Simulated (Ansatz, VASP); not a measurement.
## BiSb3O2 in VASP and in Ansatz

```xyz
6
Lattice="3.1541 0.0000 0.0000 0.0000 3.1541 0.0000 0.0000 0.0000 12.2816" Properties=species:S:1:pos:R:3 pbc="T T T"
Sb    0.0000    0.0000    8.7569
Sb    0.0000    0.0000    3.5247
Sb    1.5770    1.5770    6.1408
Bi    0.0000    0.0000    0.0000
O     1.5770    1.5770   10.9656
O     1.5770    1.5770    1.3161
```

Change from the starting cell: species swapped into the Er2Mg3Ru type (P4/mmm, No. 123).

Alike in both runs: task relaxation of cell and atoms; functional PBE; k mesh 12 × 12 × 4; occupations gaussian, width 0.1 eV; no spin polarisation.

|  | VASP | Ansatz |
| --- | --- | --- |
| version | VASP 6.6.1 | Ansatz 0.2.0 |
| potentials or method | VASP PAW PBE potentials, release 64 (Sb, Bi_d, O), cutoff 600 eV | scalar-relativistic, plane waves, PAW |
| valence electrons in the cell | 42 | 72 |

Ansatz gave:

| Quantity | Value |
| --- | --- |
| gap on the k mesh at the Fermi level, each at its own relaxed structure (eV) | none |
| relaxed volume (Å³/atom) | 20.37 |
| relaxed cell length with the largest relative difference (Å) | 12.479 |

Task: Estimate VASP's values.

Result: gap on the k mesh at the Fermi level, each at its own relaxed structure (eV): none; relaxed volume (Å³/atom): 20.30; relaxed cell length with the largest relative difference (Å): 12.437.

A gap of «none» marks a metal or a gap that the smearing closes. VASP's potentials hold 42 valence electrons a cell and Ansatz's 72, so a difference there can come from the potentials and not from the codes.

Spin-orbit coupling is off throughout. Noted on VASP's run: too few bands were computed for a metal, which touches its energy and stress.
